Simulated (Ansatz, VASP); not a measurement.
**BN: VASP beside Ansatz**

```
CELL_PARAMETERS angstrom
0.00000 1.80255 1.80255
1.80255 0.00000 1.80255
1.80255 1.80255 0.00000
ATOMIC_POSITIONS crystal
B 0.00000 0.00000 0.00000
N 0.25000 0.25000 0.25000
```

Alike in both runs: functional PBEsol; k mesh 12 × 12 × 12; occupations gaussian, width 0.02 eV; no spin polarisation.

Ansatz relaxed the structure, and its values are those at the end. VASP's run is a single point on that final structure, the one shown.

```csv
,VASP,Ansatz
version,VASP 6.6.1,Ansatz 0.2.0
potentials or method,"VASP PAW PBE potentials, release 64 (B, N), cutoff 600 eV","scalar-relativistic, plane waves, PAW"
valence electrons in the cell,8,8
```

|  | VASP | Ansatz | Ansatz less VASP |
| --- | --- | --- | --- |
| gap on the k mesh at the Fermi level (eV) | 4.29 | 4.29 | +0.008 |
| least direct gap on the mesh (eV) | 8.80 | 8.80 | +0.004 |
| pressure (GPa) | 0.5 | 0.0 | -0.52 |

VASP's potentials were made for PBE, not for PBEsol, and Ansatz warns of the same on its side. With one functional, cell and mesh, what is left measures potentials, basis and numerics.
